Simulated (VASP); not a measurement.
# B18HN18 (a cell with a defect) in VASP: a series of runs

B18HN18 (a cell with a defect) is run at these levels: PBE; tasks: single point.

All numbers are computed with VASP 6.6.1; they aren't measurements. Logs are shortened: lines on timing, memory, paths and dates and some standing lists are left out, and cuts for length are marked.

**1. The cell of the first run**

The cell holds a defect, 37 atoms: a = 7.465 Å, b = 7.465 Å, c = 6.495 Å, α = 90.00°, β = 90.00°, γ = 120.00°.

**2. Single point, PBE, collinear spin**

INCAR reads:

```
SYSTEM = B18HN18
ALGO = Normal
EDIFF = 1E-6
ENCUT = 520
GGA = PE
GGA_COMPAT = .False.
ISIF = 2
ISMEAR = -1
ISPIN = 2
LASPH = .True.
LCHARG = .True.
LELF = .True.
LORBIT = 11
LREAL = Auto
LVHAR = .True.
LWAVE = .False.
MAGMOM = 0 0 0 0 0 0 0 0 0 0 0 0 0 0 0 0 0 0 0 0 0 0 0 0 0 0 0.01 0.03 0 0.01 0 0 0.03 0 0.02 0.03 0.66
NBANDS = 100
NELM = 200
NUPDOWN = 1.0
PREC = Accurate
SIGMA = 0.01
```

KPOINTS reads:

```
Automatic mesh
0
Gamma
  1 1 1
  0.25 0.25 0.25
```

POSCAR reads:

```
B18HN18
1.0
    7.4650312800      0.0000000000      0.0000000000
   -3.7325156400      6.4649067300      0.0000000000
    0.0000000000      0.0000000000      6.4954828800
B N H
18 18 1
Direct
    0.1053258522      0.2195272197      0.2440411328
    0.2221386902      0.1126935052      0.7506909171
    0.1054167335      0.5530415440      0.2464585050
    0.2201388215      0.4450189493      0.7594474639
    0.1054392724      0.8862825466      0.2432938442
    0.2207208281      0.7785738001      0.7579999965
    0.4382041377      0.2186939517      0.2360518884
    0.5534243233      0.1125677493      0.7507828271
    0.4380809836      0.5530536092      0.2340061591
    0.5572483241      0.4499702968      0.7302925876
    0.4387071020      0.8862280988      0.2444418728
    0.5530903977      0.7790762049      0.7621942959
    0.7720746958      0.2196011573      0.2452798398
    0.8869978160      0.1113210182      0.7537658232
    0.7726246172      0.5531499756      0.2343345411
    0.8883733285      0.4450319425      0.7626081219
    0.7720857233      0.8863357569      0.2418112755
    0.8893339174      0.7796499177      0.7653130786
    0.1096471686      0.2222264079      0.7529725026
    0.2160099843      0.1087870296      0.2416194499
    0.1101707672      0.5559002086      0.7602999024
    0.2160811414      0.4422278804      0.2443324121
    0.1109722588      0.8901239013      0.7572346954
    0.2161514044      0.7755913905      0.2460379050
    0.4434994817      0.2231172173      0.7429794042
    0.5494971077      0.1088566362      0.2432274904
    0.4413268036      0.5572293848      0.7674622645
    0.5489117750      0.4415921403      0.2252477648
    0.4431430864      0.8899161643      0.7569946824
    0.5493889260      0.7754184568      0.2409337426
    0.7765235840      0.2224469834      0.7533239777
    0.8827594533      0.1088523051      0.2463211788
    0.7808215317      0.5577568479      0.7757246217
    0.8827561275      0.4422591260      0.2453129397
    0.7762336911      0.8884589121      0.7581664198
    0.8827921472      0.7755763864      0.2397349094
    0.6025450094      0.5185091046      0.5296791730
```

Potentials or basis: VASP PAW PBE potentials, release 64 (B, N, H).

On the command line:

```bash
cat potpaw_PBE.64/B/POTCAR potpaw_PBE.64/N/POTCAR potpaw_PBE.64/H/POTCAR > POTCAR
mpirun -np 1 vasp_std > vasp.out
```

OUTCAR:

```text
SYSTEM = B18HN18
   EDIFF = 1E-6
   ENCUT = 520
   GGA = PE
   ISIF = 2
   ISMEAR = -1
   ISPIN = 2
   LASPH = .True.
   LORBIT = 11
   LREAL = Auto
   NELM = 200
   NUPDOWN = 1.0
   PREC = Accurate

 ion  position               nearest neighbor table
   1  0.105  0.220  0.244-  20 1.43  32 1.44  22 1.44
   2  0.222  0.113  0.751-  25 1.43  19 1.44  23 1.44
   3  0.105  0.553  0.246-  22 1.43  24 1.44  34 1.44
   4  0.220  0.445  0.759-  21 1.43  27 1.43  19 1.44
   5  0.105  0.886  0.243-  24 1.43  20 1.44  36 1.44
   6  0.221  0.779  0.758-  23 1.43  29 1.44  21 1.44
   7  0.438  0.219  0.236-  26 1.43  20 1.44  28 1.44
   8  0.553  0.113  0.751-  25 1.43  29 1.44  31 1.44
   9  0.438  0.553  0.234-  22 1.44  28 1.44  30 1.44
  10  0.557  0.450  0.730-  37 1.38  27 1.46  25 1.47  33 1.48
  11  0.439  0.886  0.244-  30 1.43  24 1.44  26 1.44
  12  0.553  0.779  0.762-  29 1.43  27 1.43  35 1.44
  13  0.772  0.220  0.245-  32 1.43  26 1.44  34 1.44
  14  0.887  0.111  0.754-  31 1.43  19 1.44  35 1.44
  15  0.773  0.553  0.234-  34 1.43  36 1.44  28 1.45
  16  0.888  0.445  0.763-  33 1.43  21 1.43  31 1.44
[... 18 lines left out ...]
  35  0.776  0.888  0.758-  18 1.44  14 1.44  12 1.44
  36  0.883  0.776  0.240-  17 1.43  15 1.44   5 1.44
  37  0.603  0.519  0.530-  10 1.38

  LATTYP: Found a hexagonal cell.
 ALAT       =     7.4650312800
 C/A-ratio  =     0.8701213212

  Lattice vectors:

 A1 = (   7.4650312800,   0.0000000000,   0.0000000000)
 A2 = (  -3.7325156400,   6.4649067300,   0.0000000000)
 A3 = (   0.0000000000,   0.0000000000,   6.4954828800)

Analysis of symmetry for initial positions (statically):
=====================================================================
 Subroutine PRICEL returns:
 Original cell was already a primitive cell.

 Routine SETGRP: Setting up the symmetry group for a
 hexagonal supercell.

 Subroutine GETGRP returns: Found  1 space group operations
 (whereof  1 operations were pure point group operations)
 out of a pool of 24 trial point group operations.

The static configuration has the point symmetry C_1 .

Analysis of symmetry for dynamics (positions and initial velocities):
=====================================================================
 Subroutine PRICEL returns:
 Original cell was already a primitive cell.

 Routine SETGRP: Setting up the symmetry group for a
 hexagonal supercell.

 Subroutine GETGRP returns: Found  1 space group operations
 (whereof  1 operations were pure point group operations)
 out of a pool of 24 trial point group operations.

The dynamic configuration has the point symmetry C_1 .

Analysis of structural, dynamic, and magnetic symmetry:
=====================================================================
 Subroutine PRICEL returns:
 Original cell was already a primitive cell.

 Routine SETGRP: Setting up the symmetry group for a
 hexagonal supercell.

 Subroutine GETGRP returns: Found  1 space group operations
 (whereof  1 operations were pure point group operations)
 out of a pool of 24 trial point group operations.

The overall configuration has the point symmetry C_1 .

 Subroutine INISYM returns: Found  1 space group operations
 (whereof  1 operations are pure point group operations),
 and found     1 'primitive' translations

----------------------------------------------------------------------------------------

                                     Primitive cell

  volume of cell :     313.4768

  direct lattice vectors                    reciprocal lattice vectors
     7.465031280  0.000000000  0.000000000     0.133957912  0.077340636  0.000000000
    -3.732515640  6.464906730  0.000000000     0.000000000  0.154681273  0.000000000
     0.000000000  0.000000000  6.495482880     0.000000000  0.000000000  0.153953142

  length of vectors
     7.465031280  7.465031281  6.495482880     0.154681273  0.154681273  0.153953142

  position of ions in fractional coordinates (direct lattice)
     0.105325852  0.219527220  0.244041133
     0.222138690  0.112693505  0.750690917
[... 110 lines left out ...]
   k-points           NKPTS =      6   k-points in BZ     NKDIM =      6   number of bands    NBANDS=    100
   number of dos      NEDOS =    301   number of ions     NIONS =     37
   total plane-waves  NPLWV = 150528
   dimension x,y,z NGX =    56 NGY =   56 NGZ =   48
   dimension x,y,z NGXF=   112 NGYF=  112 NGZF=   96
   ions per type =              18  18   1
   NGX,Y,Z   is equivalent  to a cutoff of  12.47, 12.47, 12.29 a.u.
   NGXF,Y,Z  is equivalent  to a cutoff of  24.94, 24.94, 24.57 a.u.
 SYSTEM =  B18HN18
   PREC   = accura    normal or accurate (medium, high low for compatibility)
   ISTART =      0    job   : 0-new  1-cont  2-samecut
   ICHARG =      2    charge: 1-file 2-atom 10-const
   ISPIN  =      2    spin polarized calculation?
   LNONCOLLINEAR =      F non collinear calculations
   LSORBIT =      F    spin-orbit coupling
   LASPH  =      T    aspherical Exc in radial PAW
   ENCUT  =  520.0 eV  38.22 Ry    6.18 a.u.  13.88 13.88 12.08*2*pi/ulx,y,z
   NELM   =    200;   NELMIN=  2; NELMDL= -5     # of ELM steps
   EDIFF  = 0.1E-05   stopping-criterion for ELM
   LREAL  =      T    real-space projection
   EDIFFG = 0.1E-04   stopping-criterion for IOM
   NSW    =      0    number of steps for IOM
   IBRION =     -1    ionic relax: 0-MD 1-quasi-New 2-CG
   NFREE  =      0    steps in history (QN), initial steepest desc. (CG)
   ISIF   =      2    stress and relaxation
   ISYM   =      2    0-nonsym 1-usesym 2-fastsym
   POTIM  = 0.5000    time-step for ionic-motion
   TEBEG  =    0.0;   TEEND  =   0.0 temperature during run
   PSTRESS=    0.0 pullay stress
   NELECT =     145.0000    total number of electrons
   NUPDOWN=       1.0000    fix difference up-down
   EMIN   =  10.00;   EMAX   =-10.00  energy-range for DOS
   EFERMI =   0.00;   METHOD = LEGACY
   ISMEAR =    -1;   SIGMA  =   0.01  broadening in eV -4-tet -1-fermi 0-gaus
   EFERMI_NEDOS =   21; number of points for ismear=-14 and -15
   IALGO  =     38    algorithm
   IMIX   =      4    mixing-type and parameters
     AMIX     =   0.40;   BMIX     =  1.00
     AMIX_MAG =   1.60;   BMIX_MAG =  1.00
  volume/ion in A,a.u.               =       8.47        57.17
  Fermi-wavevector in a.u.,A,eV,Ry     =   1.266084  2.392551 21.809700  1.602968
  Thomas-Fermi vector in A             =   2.399303
   LORBIT       =     11    0 simple, 1 ext, 2 COOP (PROOUT), +10 PAW based schemes
   GGA     = PE    functional components
   LHFCALC =     F    Hartree Fock is set to
   AEXX    =    0.0000 exact exchange contribution
   IVDW    =     0    specifies the selected vdW correction
   LEPSILON=     F    determine dielectric tensor
   LRPA    =     F    only Hartree local field effects (RPA)
 spin polarized calculation
  energy-cutoff  :      520.00
  volume of cell :      313.48
 maximum number of plane-waves:      8452
   NGX = 27   NGY = 27   NGZ = 25

 number of electron     145.0000000 magnetization       1.0000007

 Free energy of the ion-electron system (eV)
  ---------------------------------------------------
  ext. energy  EPLUGINS =         0.00000000
  ---------------------------------------------------
  free energy    TOTEN  =      -317.22607416 eV

  energy without entropy =     -317.22607416  energy(sigma->0) =     -317.22607416

 E-fermi :   2.6224     XC(G=0): -10.3175

 val. band max:        3.5980821428   @ k =   0.2500   0.2500   0.2500
 cond. band min:       4.5036954596   @ k =   0.5000   0.2500   0.2500
 fundamental gap:      0.9056133168
 Fermi energy:         3.8901499204

 spin component 1

 k-point     1 :       0.2500    0.2500    0.2500
  band No.  band energies     occupation
      1     -14.9514      1.00000
      2     -14.6768      1.00000
      3     -14.4371      1.00000
      4     -14.4057      1.00000
      5     -14.1645      1.00000
      6     -14.1553      1.00000
[... 511 lines left out ...]
     83       9.3233      0.00000
     84       9.5378      0.00000
 Fermi energy:         2.6223780357

 spin component 2

 k-point     1 :       0.2500    0.2500    0.2500
  band No.  band energies     occupation
      1     -14.9265      1.00000
      2     -14.6374      1.00000
      3     -14.4035      1.00000
      4     -14.3949      1.00000
      5     -14.1424      1.00000
      6     -14.0940      1.00000
[... 511 lines left out ...]
     83       9.3601      0.00000
     84       9.5781      0.00000
 [bands above 84 left out]

------------------------ aborting loop because EDIFF is reached ----------------------------------------

  FORCE on cell =-STRESS in cart. coord.  units (eV):
  Direction    XX          YY          ZZ          XY          YZ          ZX
  --------------------------------------------------------------------------------------
  -------------------------------------------------------------------------------------
  Total       25.3308138     22.1788117      9.1438399     -1.0432935      1.0745375      0.1900114
  in kB      129.4655998    113.3557407     46.7340972     -5.3322651      5.4919532      0.9711467
  external PRESSURE =      96.5184792 kB  Pullay stress =       0.0000000 kB

 VOLUME and BASIS-vectors are now :
 -----------------------------------------------------------------------------
  energy-cutoff  :      520.00
  volume of cell :      313.48
      direct lattice vectors                 reciprocal lattice vectors
     7.465031280  0.000000000  0.000000000     0.133957912  0.077340636  0.000000000
    -3.732515640  6.464906730  0.000000000     0.000000000  0.154681273  0.000000000
     0.000000000  0.000000000  6.495482880     0.000000000  0.000000000  0.153953142

 POSITION                                       TOTAL-FORCE (eV/Angst)
 -----------------------------------------------------------------------------------
     -0.03313      1.41922      1.58517        -0.187824      0.116634      0.008546
      1.23764      0.72855      4.87610         0.149815     -0.065397     -0.039167
     -1.27730      3.57536      1.60087        -0.191786      0.106442     -0.001710
     -0.01770      2.87701      4.93298         0.189418     -0.073281      0.002253
     -2.52096      5.72973      1.58031        -0.187673      0.097921      0.026401
     -1.25835      5.03341      4.92358         0.210351     -0.092331      0.016436
[... 29 lines left out ...]
      3.69522      5.01403      1.55719         0.194975     -0.111474      0.057163
      2.56267      3.35211      3.44052        -0.072011     -0.555987      0.129344
 -----------------------------------------------------------------------------------
    total drift:                                0.001029     -0.000880      0.000004

  FREE ENERGIE OF THE ION-ELECTRON SYSTEM (eV)
  ---------------------------------------------------
  free  energy   TOTEN  =      -317.2260741609 eV

  energy  without entropy=     -317.2260741609  energy(sigma->0) =     -317.22607416

 total charge

# of ion       s       p       d       tot
------------------------------------------
    1        0.757   1.448   0.000   2.205
    2        0.758   1.453   0.000   2.211
    3        0.757   1.448   0.000   2.205
    4        0.760   1.462   0.000   2.222
    5        0.757   1.449   0.000   2.206
    6        0.758   1.450   0.000   2.208
[... 29 lines left out ...]
   36        1.232   2.811   0.000   4.042
   37        0.501   0.016   0.000   0.517
--------------------------------------------------
tot         36.288  76.629   0.000 112.917

 magnetization (x)

# of ion       s       p       d       tot
------------------------------------------
    1        0.000   0.002   0.000   0.002
    2       -0.000   0.000   0.000  -0.000
    3       -0.000   0.000   0.000   0.000
    4       -0.000   0.005   0.000   0.005
    5        0.000   0.001   0.000   0.001
    6       -0.000  -0.000   0.000  -0.000
[... 29 lines left out ...]
   36        0.000   0.001   0.000   0.002
   37        0.217   0.002   0.000   0.219
--------------------------------------------------
tot          0.231   0.410   0.000   0.642
```

Run time: 11 min. Hardware: 1 thread of Intel Xeon Platinum 8259CL at 2.50GHz (Skylake/Cascade Lake), shared host; peak memory 0.63 GiB.

What came out:

```yaml
Free_energy: -317.2261 eV
Pressure: 9.7 GPa
Largest_force: 0.575 eV/Å
Net_moment: 1.00 μB per cell
Site_moments: B +0.00, -0.00, +0.01, +0.03 (each value once); N +0.02, +0.00, +0.01, +0.04, +0.10, +0.06, -0.00, +0.12 (each value once); H +0.22 μB
Valence_electrons_inside_the_program's_atomic_spheres: B 2.21, 2.22, 2.20, 2.19 (each value once); N 4.04, 4.05, 4.03, 4.02, 4.01 (each value once); H 0.52
```

Forces in eV/Å, atoms in the order of the input:
```
B   -0.188  0.117  0.009
B    0.150 -0.065 -0.039
B   -0.192  0.106 -0.002
B    0.189 -0.073  0.002
B   -0.188  0.098  0.026
B    0.210 -0.092  0.016
B   -0.177  0.116 -0.023
B    0.164 -0.090 -0.009
B   -0.179  0.105  0.018
B    0.164 -0.018 -0.187
B   -0.189  0.118  0.010
B    0.196 -0.086  0.012
B   -0.195  0.106 -0.011
B    0.198 -0.097 -0.025
B   -0.183  0.080 -0.010
B    0.174 -0.037  0.011
B   -0.203  0.099  0.034
B    0.160 -0.066  0.013
N   -0.159  0.143 -0.029
N    0.183 -0.114  0.019
N   -0.195  0.144  0.004
N    0.182 -0.124 -0.012
N   -0.162  0.146  0.028
N    0.185 -0.112  0.020
N   -0.112  0.083 -0.063
N    0.178 -0.120  0.009
N   -0.222  0.177  0.042
N    0.198 -0.093  0.013
N   -0.207  0.165 -0.017
N    0.196 -0.106  0.030
N   -0.176  0.126 -0.020
N    0.188 -0.110  0.022
N   -0.120  0.115 -0.032
N    0.177 -0.104  0.003
N   -0.168  0.134 -0.049
N    0.195 -0.111  0.057
H   -0.072 -0.556  0.129
```

Stress tensor (GPa, compression positive):
```
12.95 -0.53  0.10
-0.53 11.34  0.55
 0.10  0.55  4.67
```

Caveat: the k points lie up to 0.49 Å⁻¹ apart; the total moment is fixed, so each spin has its own Fermi level and the state may be an excited one.

(Continued in part 2 of 2.)
